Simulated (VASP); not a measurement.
# SiC (P1) in VASP: notebook, part 2 of 2

VASP 6.6.1. Earlier steps stand in the parts before.

## (3) Single point, PBEsol

INCAR reads:

```
SYSTEM = SiC
PREC = Accurate
ENCUT = 520
EDIFF = 1E-7
ISMEAR = 0
SIGMA = 0.05
LREAL = .False.
LASPH = .True.
NELM = 60
ALGO = Normal
ISIF = 2
LWAVE = .False.
LCHARG = .False.
GGA = PS
NBANDS = 16
```

KPOINTS reads:

```
Automatic mesh
0
Gamma
  12 12 6
  0 0 0
```

POSCAR reads:

```
SiC
1.0
    3.0759982064      0.0000000000      0.0000000000
   -1.5379991032      2.6638925888      0.0000000000
    0.0000000000      0.0000000000      5.0480000000
Si C
2 2
Direct
    0.3490531005      0.6784617126     -0.0023269709
    0.6643630559      0.3214834211      0.4963708857
    0.3214089076      0.6618352732      0.3889675565
    0.6651749360      0.3382195931      0.8869885287
```

Potentials or basis: VASP PAW PBE potentials, release 64 (Si, C).

Started as:

```console
$ cat potpaw_PBE.64/Si/POTCAR potpaw_PBE.64/C/POTCAR > POTCAR
$ mpirun -np 1 vasp_std > vasp.out
```

OUTCAR:

```text
SYSTEM = SiC
   PREC = Accurate
   ENCUT = 520
   EDIFF = 1E-7
   ISMEAR = 0
   LREAL = .False.
   LASPH = .True.
   NELM = 60
   ISIF = 2
   GGA = PS

 ion  position               nearest neighbor table
   1  0.349  0.678  0.998-   4 1.84   4 1.84   4 1.91   3 1.98   2 3.04   2 3.06   2 3.09   2 3.10
                             2 3.11   2 3.12
   2  0.664  0.321  0.496-   3 1.83   3 1.84   3 1.90   4 1.97   1 3.04   1 3.06   1 3.09   1 3.10
                             1 3.11   1 3.12
   3  0.321  0.662  0.389-   2 1.83   2 1.84   2 1.90   1 1.98
   4  0.665  0.338  0.887-   1 1.84   1 1.84   1 1.91   2 1.97

  LATTYP: Found a hexagonal cell.
 ALAT       =     3.0759982064
 C/A-ratio  =     1.6410932846

  Lattice vectors:

 A1 = (   3.0759982064,   0.0000000000,   0.0000000000)
 A2 = (  -1.5379991032,   2.6638925888,   0.0000000000)
 A3 = (   0.0000000000,   0.0000000000,   5.0480000000)

Analysis of symmetry for initial positions (statically):
=====================================================================
 Subroutine PRICEL returns:
 Original cell was already a primitive cell.

 Routine SETGRP: Setting up the symmetry group for a
 hexagonal supercell.

 Subroutine GETGRP returns: Found  1 space group operations
 (whereof  1 operations were pure point group operations)
 out of a pool of 24 trial point group operations.

The static configuration has the point symmetry C_1 .

Analysis of symmetry for dynamics (positions and initial velocities):
=====================================================================
 Subroutine PRICEL returns:
 Original cell was already a primitive cell.

 Routine SETGRP: Setting up the symmetry group for a
 hexagonal supercell.

 Subroutine GETGRP returns: Found  1 space group operations
 (whereof  1 operations were pure point group operations)
 out of a pool of 24 trial point group operations.

The dynamic configuration has the point symmetry C_1 .

 Subroutine INISYM returns: Found  1 space group operations
 (whereof  1 operations are pure point group operations),
 and found     1 'primitive' translations

[... 119 lines left out ...]
  volume/ion in A,a.u.               =      10.34        69.78
  Fermi-wavevector in a.u.,A,eV,Ry     =   1.192818  2.254099 19.358564  1.422814
  Thomas-Fermi vector in A             =   2.328847
   LORBIT       =      0    0 simple, 1 ext, 2 COOP (PROOUT), +10 PAW based schemes
   GGA     = PS    functional components
   LHFCALC =     F    Hartree Fock is set to
   AEXX    =    0.0000 exact exchange contribution
   IVDW    =     0    specifies the selected vdW correction
   LEPSILON=     F    determine dielectric tensor
   LRPA    =     F    only Hartree local field effects (RPA)
 non-spin polarized calculation
 Gauss-broadening in eV      SIGMA  =   0.05
  energy-cutoff  :      520.00
  volume of cell :       41.36
 maximum number of plane-waves:      1132
   NGX = 11   NGY = 11   NGZ = 19

 number of electron      16.0000000 magnetization

 Free energy of the ion-electron system (eV)
  ---------------------------------------------------
  ext. energy  EPLUGINS =         0.00000000
  ---------------------------------------------------
  free energy    TOTEN  =       -31.67799120 eV

  energy without entropy =      -31.67799120  energy(sigma->0) =      -31.67799120

 E-fermi :   8.7584     XC(G=0): -11.4967

 val. band max:        8.5379243719   @ k =   0.0000   0.0000   0.0000
 cond. band min:      10.6266887600   @ k =   0.3333   0.3333   0.0000
 fundamental gap:      2.0887643881
 Fermi energy:         8.7583970400

 k-point     1 :       0.0000    0.0000    0.0000
  band No.  band energies     occupation
      1      -7.3934      2.00000
      2      -3.8954      2.00000
      3      -0.3083      2.00000
      4       6.6453      2.00000
      5       6.7886      2.00000
      6       7.9211      2.00000
[... 433 lines left out ...]
      3       0.4562      2.00000
      4       3.6368      2.00000
      5       5.1022      2.00000
      6       5.9938      2.00000
[... 8 lines left out ...]
     15      17.8893      0.00000
     16      18.7770      0.00000

 [... further k-points ...]
[... 5 lines left out ...]
  --------------------------------------------------------------------------------------
  -------------------------------------------------------------------------------------
  Total        0.7051353      1.3155281     -1.0376995      0.0261066      0.0048921     -0.4275944
  in kB       27.3124640     50.9552094    -40.1938919      1.0112040      0.1894873    -16.5622934
  external PRESSURE =      12.6912605 kB  Pullay stress =       0.0000000 kB

 VOLUME and BASIS-vectors are now :
 -----------------------------------------------------------------------------
  energy-cutoff  :      520.00
  volume of cell :       41.36
      direct lattice vectors                 reciprocal lattice vectors
     3.075998206  0.000000000  0.000000000     0.325097719  0.187695255  0.000000000
    -1.537999103  2.663892589  0.000000000     0.000000000  0.375390511  0.000000000
     0.000000000  0.000000000  5.048000000     0.000000000  0.000000000  0.198098257

 POSITION                                       TOTAL-FORCE (eV/Angst)
 -----------------------------------------------------------------------------------
      0.03021      1.80735      5.03625        -0.932067     -0.452258      1.072903
      1.54914      0.85640      2.50568        -0.819438      0.469804      1.300141
     -0.02925      1.76306      1.96351         0.910149     -0.236979     -1.323634
      1.52590      0.90098      4.47752         0.841356      0.219433     -1.049411
 -----------------------------------------------------------------------------------
    total drift:                                0.000144      0.000052     -0.000505

  FREE ENERGIE OF THE ION-ELECTRON SYSTEM (eV)
  ---------------------------------------------------
  free  energy   TOTEN  =       -31.6779912029 eV

  energy  without entropy=      -31.6779912029  energy(sigma->0) =      -31.67799120
```

OSZICAR:

```text
N       E                     dE             d eps       ncg     rms          rms(c)
DAV:   1     0.234521650257E+02    0.23452E+02   -0.71336E+03 13952   0.896E+02
DAV:   2    -0.328400067911E+02   -0.56292E+02   -0.51332E+02 19680   0.157E+02
DAV:   3    -0.353244146316E+02   -0.24844E+01   -0.24743E+01 18464   0.303E+01
DAV:   4    -0.353424586035E+02   -0.18044E-01   -0.18041E-01 17080   0.317E+00
DAV:   5    -0.353426326909E+02   -0.17409E-03   -0.17408E-03 18408   0.294E-01    0.125E+01
DAV:   6    -0.318141597883E+02    0.35285E+01   -0.60612E+00 17816   0.151E+01    0.572E+00
DAV:   7    -0.317102142285E+02    0.10395E+00   -0.10585E+00 20320   0.601E+00    0.243E+00
DAV:   8    -0.316813333046E+02    0.28881E-01   -0.54908E-02 16208   0.143E+00    0.592E-01
DAV:   9    -0.316778349337E+02    0.34984E-02   -0.70451E-03 18320   0.564E-01    0.114E-01
DAV:  10    -0.316779829214E+02   -0.14799E-03   -0.70262E-04 16752   0.159E-01    0.536E-02
DAV:  11    -0.316779912621E+02   -0.83407E-05   -0.34386E-05 17888   0.435E-02    0.118E-02
DAV:  12    -0.316779911097E+02    0.15242E-06   -0.32350E-06 18008   0.119E-02    0.401E-03
DAV:  13    -0.316779912029E+02   -0.93220E-07   -0.72452E-07 18360   0.521E-03
   1 F= -.31677991E+02 E0= -.31677991E+02  d E =-.117428E-12
```

stdout:

```text
POSCAR found type information on POSCAR SiC
 POSCAR found :  2 types and       4 ions
 scaLAPACK will be used
 -----------------------------------------------------------------------------
|                                                                             |
|                                                                             |
|     You enforced a specific xc type in the INCAR file but a different       |
|     I HOPE YOU KNOW WHAT YOU ARE DOING!                                     |
|                                                                             |
 -----------------------------------------------------------------------------

 LDA part: xc-table for (Slater+PW92), standard interpolation
 POSCAR, INCAR and KPOINTS ok, starting setup
 FFT: planning ... GRIDC
 FFT: planning ... GRID_SOFT
 FFT: planning ... GRID
 WAVECAR not read
 entering main loop
```

Run time: 5.4 min. Hardware: 1 thread of Intel Xeon 8259CL, shared host; peak memory 0.35 GiB.

What came out:

| Property | Result |
| --- | --- |
| Free energy | -31.6780 eV |
| Pressure | 1.3 GPa |
| Largest force | 1.624 eV/Å |
| Band gap on the k mesh | 2.09 eV (least direct gap 3.99 eV) |

Forces on the atoms (eV/Å):
```
Si  -0.932 -0.452  1.073
Si  -0.819  0.470  1.300
C    0.910 -0.237 -1.324
C    0.841  0.219 -1.049
```

Stress tensor (GPa, compression positive):
```
 2.73  0.10 -1.66
 0.10  5.10  0.02
-1.66  0.02 -4.02
```

Caveat: the stress differs along the axes, from -4 to 5 GPa; the PAW data sets were made with another functional, which shifts forces and pressure a little. A k mesh can miss the band edges.
